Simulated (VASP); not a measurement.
GaN:

```xyz
2
Lattice="0.0000 2.2535 2.2535 2.2535 0.0000 2.2535 2.2535 2.2535 0.0000" Properties=species:S:1:pos:R:3 pbc="T T T"
Ga    0.0000    0.0000    0.0000
N     1.1268    1.1268    1.1268
```

* Program: VASP 6.6.1
* Task: relaxation of cell and atoms
* Functional: RPBE
* Dispersion: D3(BJ)
* Potentials or basis: VASP PAW PBE potentials, release 64 (Ga_d, N)
* Cutoff: 600 eV
* k mesh: 10 × 10 × 10
* Occupations: fermi-dirac, width 0.05 eV
* Spin: no spin polarisation

At the start: pressure -10.4 GPa; volume 11.44 Å³/atom.

Task: How do energy, volume and symmetry change on relaxing?

Result: Over 3 steps the energy falls by 21.7 meV/atom and the volume is 10.82 Å³/atom (-5.5 %); space group F-43m (No. 216, to 0.1 Å) before and after.

The path:
```csv
step,energy change (eV),largest force (eV/Å),pressure (GPa),volume (Å³)
1,0.0000,0.0000,-10.44,22.89
2,-0.0020,0.0000,12.40,20.51
3,-0.0435,0.0000,-0.04,21.63
```

Final structure:
```cif
data_structure
_symmetry_space_group_name_H-M 'P 1'
_symmetry_Int_Tables_number 1
_cell_length_a 3.1277
_cell_length_b 3.1277
_cell_length_c 3.1277
_cell_angle_alpha 60.000
_cell_angle_beta 60.000
_cell_angle_gamma 60.000
_cell_volume 21.63
loop_
_atom_site_label
_atom_site_type_symbol
_atom_site_fract_x
_atom_site_fract_y
_atom_site_fract_z
_atom_site_occupancy
Ga1 Ga 0.00000 0.00000 0.00000 1
N1 N 0.25000 0.25000 0.25000 1
```

Caveat: the dispersion term is far too large for a dense solid, which distorts pressure and volume; the PAW data sets were made with another functional, which shifts forces and pressure a little.
